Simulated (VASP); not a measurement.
**TiC: single point with PBE**

TiC:

```
CELL_PARAMETERS angstrom
0.00000 2.13154 2.22892
2.13154 0.00000 2.22892
2.13154 2.13154 0.00000
ATOMIC_POSITIONS crystal
Ti 0.00000 0.00000 0.00000
C 0.50000 0.50000 0.50000
```

This cell differs from its parent crystal: strain -0.015 along x and y, +0.030 along z.

```json
{
  "Program": "VASP 6.6.1",
  "Task": "single point",
  "Functional": "PBE",
  "Potentials or basis": "VASP PAW PBE potentials, release 64 (Ti_sv, C)",
  "Cutoff": "520 eV",
  "k mesh": "18 × 18 × 18",
  "Occupations": "gaussian, width 0.15 eV",
  "Spin": "no spin polarisation",
  "Dipole correction": "no",
  "Further INCAR settings": "ALGO = Normal; EDIFF = 1e-06; NBANDS = 15"
}
```

```
Pressure               : 2.2 GPa
Band gap on the k mesh : zero (band 8 reaches 10.26 eV, above the bottom of band 9 at 8.91 eV)
```

Stress tensor (GPa, compression positive):
```
 7.75  0.00  0.00
 0.00  7.75  0.00
 0.00  0.00 -8.94
```

Levels at points of the mesh, in eV from the Fermi level:
```
           k point  band 4  band 5  band 6  band 7  band 8  band 9  band 10  band 11  band 12  band 13
(0.00, 0.00, 0.00)  -32.58  -12.42    0.47    0.80    0.80    1.50     1.56     1.73     1.73     1.88
(0.50, 0.00, 0.00)  -32.61   -8.92   -5.86   -2.97   -2.89    2.84     3.02     4.13     7.83     8.18
(0.50, 0.50, 0.00)  -32.73  -10.21   -3.74   -1.59    0.18    0.18     2.71     3.50     3.50     5.55
(0.50, 0.00, 0.50)  -32.79  -10.12   -3.28   -1.65   -0.15   -0.14     2.69     3.38     3.68     5.98
```

Wall time 5.3 min on 1 thread of AMD EPYC 7R13, with other jobs on the host, peak memory 0.23 GiB.

Caveat: the cell differs from its parent crystal (strain -0.015 along x and y, +0.030 along z).
